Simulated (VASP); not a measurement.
# SnS4 (P4/mmm) in VASP: notebook

The runs below take SnS4 through single point, relaxation of cell and atoms, with PBE.

Program: VASP 6.6.1. These are calculated values, not measurements. Logs are shortened: lines on timing, memory, paths and dates and some standing lists are left out, and cuts for length are marked.

### Step 1. The cell of the first run

Symmetry: P4/mmm, No. 123, tetragonal system. The conventional cell has a = 4.476 Å, b = 4.476 Å, c = 5.656 Å, α = 90.00°, β = 90.00°, γ = 90.00°. Sn (site symmetry 4/mmm) has 14 S at 2.83 to 3.61 Å within 3.7 Å. S (site symmetry mmm) has 2 S at 2.24 Å within 3.0 Å. S (site symmetry 4/mmm) has 4 S at 2.24 Å and 2 Sn at 2.83 Å within 3.0 Å. Within 4.3 Å of S (site symmetry 4/mmm) lie 4 Sn at 3.16 Å and 16 S at 3.61 to 4.24 Å.

The cell was built from a structure type or drawn by symmetry, and may not be a known phase.

### Step 2. Single point, PBE

Contents of INCAR:

```
PREC = Accurate ; ENCUT = 520
EDIFF = 1E-6 ; ISMEAR = 0
SIGMA = 0.1 ; LREAL = False
LASPH = True ; NELM = 80
ALGO = Normal ; ISIF = 2
LWAVE = False ; LCHARG = False
GGA = PE ; NBANDS = 27
```

Contents of KPOINTS:

```
regular mesh
0
Gamma
  4 4 4
```

Contents of POSCAR:

```
SnS4
1.0
    4.4757958066      0.0000000000      0.0000000000
    0.0000000000      4.4757958066      0.0000000000
    0.0000000000      0.0000000000      5.6559041148
Sn S
1 4
Direct
    0.5000000000      0.5000000000      0.5000000000
    0.0000000000      0.5000000000      0.0000000000
    0.5000000000      0.0000000000      0.0000000000
    0.5000000000      0.5000000000      0.0000000000
    0.0000000000      0.0000000000      0.5000000000
```

Potentials or basis: VASP PAW PBE potentials, release 64 (Sn_d, S).

Run with:

```console
$ cat potpaw_PBE.64/Sn_d/POTCAR potpaw_PBE.64/S/POTCAR > POTCAR
$ mpirun -np 1 vasp_std > vasp.out
```

OUTCAR:

```text
PREC = Accurate
   ENCUT = 520
   EDIFF = 1E-6
   ISMEAR = 0
   LREAL = False
   LASPH = True
   NELM = 80
   ISIF = 2
   GGA = PE

 ion  position               nearest neighbor table
   1  0.500  0.500  0.500-   4 2.83   4 2.83   5 3.16   5 3.16   5 3.16   5 3.16
   2  0.000  0.500  0.000-   4 2.24   4 2.24
   3  0.500  0.000  0.000-   4 2.24   4 2.24
   4  0.500  0.500  0.000-   2 2.24   3 2.24   3 2.24   2 2.24   1 2.83   1 2.83
   5  0.000  0.000  0.500-   1 3.16   1 3.16   1 3.16   1 3.16

  LATTYP: Found a simple tetragonal cell.
 ALAT       =     4.4757958066
 C/A-ratio  =     1.2636644653

  Lattice vectors:

 A1 = (   4.4757958066,   0.0000000000,   0.0000000000)
 A2 = (   0.0000000000,   4.4757958066,   0.0000000000)
 A3 = (   0.0000000000,   0.0000000000,   5.6559041148)

Analysis of symmetry for initial positions (statically):
=====================================================================
 Subroutine PRICEL returns:
 Original cell was already a primitive cell.

 Routine SETGRP: Setting up the symmetry group for a
 simple tetragonal supercell.

 Subroutine GETGRP returns: Found 16 space group operations
 (whereof 16 operations were pure point group operations)
 out of a pool of 16 trial point group operations.

The static configuration has the point symmetry D_4h.

Analysis of symmetry for dynamics (positions and initial velocities):
=====================================================================
 Subroutine PRICEL returns:
 Original cell was already a primitive cell.

 Routine SETGRP: Setting up the symmetry group for a
 simple tetragonal supercell.

 Subroutine GETGRP returns: Found 16 space group operations
 (whereof 16 operations were pure point group operations)
 out of a pool of 16 trial point group operations.

The dynamic configuration has the point symmetry D_4h.

 Subroutine INISYM returns: Found 16 space group operations
 (whereof 16 operations are pure point group operations),
 and found     1 'primitive' translations

----------------------------------------------------------------------------------------

                                     Primitive cell

  volume of cell :     113.3033

  direct lattice vectors                    reciprocal lattice vectors
     4.475795807  0.000000000  0.000000000     0.223423955  0.000000000  0.000000000
     0.000000000  4.475795807  0.000000000     0.000000000  0.223423955  0.000000000
     0.000000000  0.000000000  5.655904115     0.000000000  0.000000000  0.176806392

  length of vectors
     4.475795807  4.475795807  5.655904115     0.223423955  0.223423955  0.176806392

  position of ions in fractional coordinates (direct lattice)
     0.500000000  0.500000000  0.500000000
     0.000000000  0.500000000  0.000000000
     0.500000000  0.000000000  0.000000000
     0.500000000  0.500000000  0.000000000
     0.000000000  0.000000000  0.500000000

  ion indices of the primitive-cell ions
   primitive index   ion index
                 1           1
                 2           2
                 3           3
                 4           4
                 5           5

----------------------------------------------------------------------------------------

 KPOINTS: regular mesh

Automatic generation of k-mesh.
 Grid dimensions read from file:
 generate k-points for:    4    4    4

 Generating k-lattice:

  Cartesian coordinates                     Fractional coordinates (reciprocal lattice)
     0.055855989  0.000000000  0.000000000     0.250000000  0.000000000  0.000000000
     0.000000000  0.055855989  0.000000000     0.000000000  0.250000000  0.000000000
     0.000000000  0.000000000  0.044201598     0.000000000  0.000000000  0.250000000

  Length of vectors
     0.055855989  0.055855989  0.044201598

  Shift w.r.t. Gamma in fractional coordinates (k-lattice)
     0.000000000  0.000000000  0.000000000

 Subroutine IBZKPT returns following result:
 ===========================================

 Found     18 irreducible k-points:

 Following reciprocal coordinates:
            Coordinates               Weight
  0.000000  0.000000  0.000000      1.000000
  0.250000  0.000000  0.000000      4.000000
  0.500000  0.000000  0.000000      2.000000
  0.250000  0.250000  0.000000      4.000000
  0.500000  0.250000  0.000000      4.000000
  0.500000  0.500000  0.000000      1.000000
[... 10 lines left out ...]
  0.500000  0.250000  0.500000      4.000000
  0.500000  0.500000  0.500000      1.000000
   k-points           NKPTS =     18   k-points in BZ     NKDIM =     18   number of bands    NBANDS=     27
   number of dos      NEDOS =    301   number of ions     NIONS =      5
   total plane-waves  NPLWV =  54432
   dimension x,y,z NGX =    36 NGY =   36 NGZ =   42
   dimension x,y,z NGXF=    72 NGYF=   72 NGZF=   84
   ions per type =               1   4
   NGX,Y,Z   is equivalent  to a cutoff of  13.37, 13.37, 12.35 a.u.
   NGXF,Y,Z  is equivalent  to a cutoff of  26.74, 26.74, 24.69 a.u.
 SYSTEM =  unknown system
   PREC   = accura    normal or accurate (medium, high low for compatibility)
   ISTART =      0    job   : 0-new  1-cont  2-samecut
   ICHARG =      2    charge: 1-file 2-atom 10-const
   ISPIN  =      1    spin polarized calculation?
   LNONCOLLINEAR =      F non collinear calculations
   LSORBIT =      F    spin-orbit coupling
   LASPH  =      T    aspherical Exc in radial PAW
   ENCUT  =  520.0 eV  38.22 Ry    6.18 a.u.   8.32  8.32 10.52*2*pi/ulx,y,z
   NELM   =     80;   NELMIN=  2; NELMDL= -5     # of ELM steps
   EDIFF  = 0.1E-05   stopping-criterion for ELM
   LREAL  =      F    real-space projection
[... 7 lines left out ...]
   TEBEG  =    0.0;   TEEND  =   0.0 temperature during run
   PSTRESS=    0.0 pullay stress
   NELECT =      38.0000    total number of electrons
   NUPDOWN=      -1.0000    fix difference up-down
   EMIN   =  10.00;   EMAX   =-10.00  energy-range for DOS
   EFERMI =   0.00;   METHOD = LEGACY
   ISMEAR =     0;   SIGMA  =   0.10  broadening in eV -4-tet -1-fermi 0-gaus
   EFERMI_NEDOS =   21; number of points for ismear=-14 and -15
   IALGO  =     38    algorithm
   IMIX   =      4    mixing-type and parameters
     AMIX     =   0.40;   BMIX     =  1.00
     AMIX_MAG =   1.60;   BMIX_MAG =  1.00
  volume/ion in A,a.u.               =      22.66       152.92
  Fermi-wavevector in a.u.,A,eV,Ry     =   1.137423  2.149417 17.602267  1.293730
  Thomas-Fermi vector in A             =   2.274128
   LORBIT       =      0    0 simple, 1 ext, 2 COOP (PROOUT), +10 PAW based schemes
   GGA     = PE    functional components
   LHFCALC =     F    Hartree Fock is set to
   AEXX    =    0.0000 exact exchange contribution
   IVDW    =     0    specifies the selected vdW correction
   LEPSILON=     F    determine dielectric tensor
   LRPA    =     F    only Hartree local field effects (RPA)
 non-spin polarized calculation
 Gauss-broadening in eV      SIGMA  =   0.10
  energy-cutoff  :      520.00
  volume of cell :      113.30
 maximum number of plane-waves:      3089
 NGX is ok and might be reduce to    36
   NGX = 17   NGY = 17   NGZ = 21

 number of electron      37.9999997 magnetization

 Free energy of the ion-electron system (eV)
  ---------------------------------------------------
  ext. energy  EPLUGINS =         0.00000000
  ---------------------------------------------------
  free energy    TOTEN  =       -17.32484628 eV

  energy without entropy =      -17.31520477  energy(sigma->0) =      -17.32002552

 E-fermi :   4.5526     XC(G=0):  -9.5911

 val. band max:        4.5509992833   @ k =   0.5000   0.0000   0.0000
 cond. band min:       4.5984930209   @ k =   0.5000   0.0000   0.0000
 fundamental gap:      0.0474937376
 Fermi energy:         4.5525985032

 k-point     1 :       0.0000    0.0000    0.0000
  band No.  band energies     occupation
      1     -17.1404      2.00000
      2     -17.1031      2.00000
      3     -17.1031      2.00000
      4     -17.0877      2.00000
      5     -17.0740      2.00000
      6     -11.7889      2.00000
[... 19 lines left out ...]
     26       9.8933      0.00000
     27      10.2577      0.00000

 k-point     2 :       0.2500    0.0000    0.0000
  band No.  band energies     occupation
      1     -17.1389      2.00000
      2     -17.1040      2.00000
      3     -17.1030      2.00000
      4     -17.0852      2.00000
      5     -17.0753      2.00000
      6     -11.5134      2.00000
[... 19 lines left out ...]
     26      11.3001      0.00000
     27      11.5195      0.00000

 k-point     3 :       0.5000    0.0000    0.0000
  band No.  band energies     occupation
      1     -17.1375      2.00000
      2     -17.1050      2.00000
      3     -17.1029      2.00000
      4     -17.0827      2.00000
      5     -17.0767      2.00000
      6     -11.1257      2.00000
[... 19 lines left out ...]
     26      12.2524      0.00000
     27      12.8987      0.00000

 k-point     4 :       0.2500    0.2500    0.0000
  band No.  band energies     occupation
      1     -17.1375      2.00000
      2     -17.1040      2.00000
      3     -17.1039      2.00000
      4     -17.0828      2.00000
      5     -17.0771      2.00000
      6     -11.2155      2.00000
[... 19 lines left out ...]
     26      11.6092      0.00000
     27      11.8227      0.00000

 k-point     5 :       0.5000    0.2500    0.0000
  band No.  band energies     occupation
      1     -17.1361      2.00000
      2     -17.1048      2.00000
      3     -17.1038      2.00000
      4     -17.0803      2.00000
      5     -17.0789      2.00000
      6     -10.7761      2.00000
[... 19 lines left out ...]
     26      12.1734      0.00000
     27      13.0891      0.00000

 k-point     6 :       0.5000    0.5000    0.0000
  band No.  band energies     occupation
      1     -17.1349      2.00000
      2     -17.1048      2.00000
      3     -17.1048      2.00000
      4     -17.0812      2.00000
      5     -17.0779      2.00000
      6     -10.1852      2.00000
[... 264 lines left out ...]
      1     -17.1293      2.00000
      2     -17.1057      2.00000
      3     -17.1033      2.00000
      4     -17.0826      2.00000
      5     -17.0767      2.00000
      6     -11.1225      2.00000
[... 19 lines left out ...]
     26      12.6608      0.00000
     27      13.0319      0.00000

 k-point    16 :       0.2500    0.2500    0.5000
  band No.  band energies     occupation
      1     -17.1292      2.00000
      2     -17.1045      2.00000
      3     -17.1044      2.00000
      4     -17.0828      2.00000
      5     -17.0771      2.00000
      6     -11.2058      2.00000
[... 19 lines left out ...]
     26      12.0413      0.00000
     27      12.1509      0.00000

 k-point    17 :       0.5000    0.2500    0.5000
  band No.  band energies     occupation
      1     -17.1281      2.00000
      2     -17.1056      2.00000
      3     -17.1044      2.00000
      4     -17.0803      2.00000
      5     -17.0789      2.00000
      6     -10.7728      2.00000
[... 19 lines left out ...]
     26      11.9423      0.00000
     27      12.3246      0.00000

 k-point    18 :       0.5000    0.5000    0.5000
  band No.  band energies     occupation
      1     -17.1271      2.00000
      2     -17.1055      2.00000
      3     -17.1055      2.00000
      4     -17.0811      2.00000
      5     -17.0778      2.00000
      6     -10.1847      2.00000
[... 19 lines left out ...]
     26      11.1929      0.00000
     27      11.1930      0.00000

------------------------ aborting loop because EDIFF is reached ----------------------------------------

  FORCE on cell =-STRESS in cart. coord.  units (eV):
  Direction    XX          YY          ZZ          XY          YZ          ZX
  --------------------------------------------------------------------------------------
  -------------------------------------------------------------------------------------
  Total       -0.1417805     -0.1417805      0.0998742      0.0000000     -0.0000000      0.0000000
  in kB       -2.0048615     -2.0048615      1.4122823      0.0000000     -0.0000000      0.0000000
  external PRESSURE =      -0.8658136 kB  Pullay stress =       0.0000000 kB

 VOLUME and BASIS-vectors are now :
 -----------------------------------------------------------------------------
  energy-cutoff  :      520.00
  volume of cell :      113.30
      direct lattice vectors                 reciprocal lattice vectors
     4.475795807  0.000000000  0.000000000     0.223423955  0.000000000  0.000000000
     0.000000000  4.475795807  0.000000000     0.000000000  0.223423955  0.000000000
     0.000000000  0.000000000  5.655904115     0.000000000  0.000000000  0.176806392

 POSITION                                       TOTAL-FORCE (eV/Angst)
 -----------------------------------------------------------------------------------
      2.23790      2.23790      2.82795         0.000000      0.000000      0.000000
      0.00000      2.23790      0.00000         0.000000      0.000000      0.000000
      2.23790      0.00000      0.00000         0.000000      0.000000      0.000000
      2.23790      2.23790      0.00000         0.000000      0.000000      0.000000
      0.00000      0.00000      2.82795         0.000000      0.000000      0.000000
 -----------------------------------------------------------------------------------
    total drift:                                0.000000      0.000000      0.000000

  FREE ENERGIE OF THE ION-ELECTRON SYSTEM (eV)
  ---------------------------------------------------
  free  energy   TOTEN  =       -17.3248462818 eV

  energy  without entropy=      -17.3152047668  energy(sigma->0) =      -17.32002552
```

Wall time 23 s (1 thread of Intel Xeon 6975P-C (Granite Rapids), shared host); peak memory 0.23 GiB.

What came out:

```
Free energy            : -17.3248 eV
Pressure               : -0.1 GPa
Band gap on the k mesh : zero (bands 19 and 20 overlap by 0.76 eV)
```

Stress tensor (GPa, compression positive):
```
-0.20  0.00  0.00
 0.00 -0.20  0.00
 0.00  0.00  0.14
```

Caveat: semilocal functionals underestimate gaps, so a narrow gap can read as zero; spin-orbit coupling is left out, which moves the levels of the heavy elements.

### Step 3. Single point, PBE

This run uses another cell than the first one, of 27.45 Å³/atom.

Contents of INCAR:

```
SYSTEM = SnS4
  PREC = Accurate
  ENCUT = 520
  EDIFF = 1E-7
  ISMEAR = 0
  SIGMA = 0.1
  LREAL = .False.
  LASPH = .True.
  NELM = 60
  ALGO = Normal
  ISIF = 2
  LWAVE = .False.
  LCHARG = .False.
  GGA = PE
  NBANDS = 27
```

Contents of KPOINTS:

```
Automatic mesh
0
Gamma
  4 4 4
  0 0 0
```

POSCAR: that of step 2 with these lines changed.

```diff
@@ -2,5 +2,5 @@
 1.0
-    4.4757958066      0.0000000000      0.0000000000
-    0.0000000000      4.4757958066      0.0000000000
-    0.0000000000      0.0000000000      5.6559041148
+    4.9277704500      0.0000000000      0.0000000000
+    0.0000000000      4.9277704500      0.0000000000
+    0.0000000000      0.0000000000      5.6512243000
 Sn S
```

Potentials or basis: VASP PAW PBE potentials, release 64 (Sn_d, S).

Run with:

```console
$ cat potpaw_PBE.64/Sn_d/POTCAR potpaw_PBE.64/S/POTCAR > POTCAR
$ mpirun -np 1 vasp_std > vasp.out
```

OUTCAR:

```text
SYSTEM = SnS4
   PREC = Accurate
   ENCUT = 520
   EDIFF = 1E-7
   ISMEAR = 0
   LREAL = .False.
   LASPH = .True.
   NELM = 60
   ISIF = 2
   GGA = PE

 ion  position               nearest neighbor table
   1  0.500  0.500  0.500-   4 2.83   4 2.83
   2  0.000  0.500  0.000-   4 2.46   4 2.46
   3  0.500  0.000  0.000-   4 2.46   4 2.46
   4  0.500  0.500  0.000-   2 2.46   3 2.46   3 2.46   2 2.46   1 2.83   1 2.83
   5  0.000  0.000  0.500-

  LATTYP: Found a simple tetragonal cell.
[... 734 lines left out ...]
  --------------------------------------------------------------------------------------
  -------------------------------------------------------------------------------------
  Total       -7.5306613     -7.5306613     -2.1428632      0.0000000      0.0000000      0.0000000
  in kB      -87.9225373    -87.9225373    -25.0185163      0.0000000      0.0000000      0.0000000
  external PRESSURE =     -66.9545303 kB  Pullay stress =       0.0000000 kB

 VOLUME and BASIS-vectors are now :
 -----------------------------------------------------------------------------
  energy-cutoff  :      520.00
  volume of cell :      137.23
      direct lattice vectors                 reciprocal lattice vectors
     4.927770450  0.000000000  0.000000000     0.202931531  0.000000000  0.000000000
     0.000000000  4.927770450  0.000000000     0.000000000  0.202931531  0.000000000
     0.000000000  0.000000000  5.651224300     0.000000000  0.000000000  0.176952806

 POSITION                                       TOTAL-FORCE (eV/Angst)
 -----------------------------------------------------------------------------------
      2.46389      2.46389      2.82561         0.000000      0.000000      0.000000
      0.00000      2.46389      0.00000         0.000000      0.000000      0.000000
      2.46389      0.00000      0.00000         0.000000      0.000000      0.000000
      2.46389      2.46389      0.00000         0.000000      0.000000      0.000000
      0.00000      0.00000      2.82561         0.000000      0.000000      0.000000
 -----------------------------------------------------------------------------------
    total drift:                               -0.000000      0.000000     -0.000000

  FREE ENERGIE OF THE ION-ELECTRON SYSTEM (eV)
  ---------------------------------------------------
  free  energy   TOTEN  =       -16.4915593306 eV

  energy  without entropy=      -16.4603163271  energy(sigma->0) =      -16.47593783
```

Run time: 41 s. Hardware: 1 thread of Intel Xeon 6975P-C (Granite Rapids), shared host; peak memory 0.26 GiB.

What came out:

```
Free energy            : -16.4916 eV
Pressure               : -6.7 GPa
Band gap on the k mesh : zero (bands 19 and 20 overlap by 0.73 eV)
```

Caveat: the cell stands under tension; semilocal functionals underestimate gaps, so a narrow gap can read as zero; spin-orbit coupling is left out, which moves the levels of the heavy elements.

[end of part 1 of 2]
